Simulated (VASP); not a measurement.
Input of a VASP 6.6.1 run:

Contents of POSCAR:

```
FeHPt
1.0
    2.7303780439      0.0000000000      0.0000000000
    0.0000000000      2.7303780439      0.0000000000
    0.0000000000      0.0000000000      4.1733665698
Fe Pt H
1 1 1
Direct
    1.0000000000      0.0000000000      0.0000000000
    0.5000000000      0.5000000000      0.5000000000
    0.0000000000      0.0000000000      0.5000000000
```

Contents of INCAR.step1:

```
PREC = Accurate
ENCUT = 520
ISMEAR = 0
SIGMA = 0.1
LREAL = False
LASPH = True
NELM = 150
ISPIN = 2
MAGMOM = 2.95 0.24 0
LMAXMIX = 4
NBANDS = 20
GGA = PE
ALGO = Normal
EDIFF = 1E-4
LWAVE = True
LCHARG = False
```

INCAR.step2

```
PREC = Accurate
ENCUT = 520
EDIFF = 1E-6
ISMEAR = 0
SIGMA = 0.1
LREAL = False
LASPH = True
NELM = 150
ALGO = Normal
ISIF = 2
LWAVE = False
LCHARG = False
ISPIN = 2
MAGMOM = 2.95 0.24 0
LORBIT = 11
LMAXMIX = 4
METAGGA = R2SCAN
LMIXTAU = True
NBANDS = 20
ISTART = 1
```

Contents of KPOINTS:

```
Automatic mesh
0
Gamma
  8 8 6
```

Potentials or basis: VASP PAW PBE potentials, release 64 (Fe, Pt, H).

Launch:

```sh
$ cat potpaw_PBE.64/Fe/POTCAR potpaw_PBE.64/Pt/POTCAR potpaw_PBE.64/H/POTCAR > POTCAR
$ cp INCAR.step1 INCAR
$ mpirun -np 1 vasp_std > vasp.out
$ cp INCAR.step2 INCAR
$ mpirun -np 1 vasp_std > vasp.out
```

(1) What does it give for the site moments?

(2) Predict the net moment.

Answers

(1) Fe +3.16; Pt +0.21; H -0.00 μB.

(2) 3.31 μB per cell.
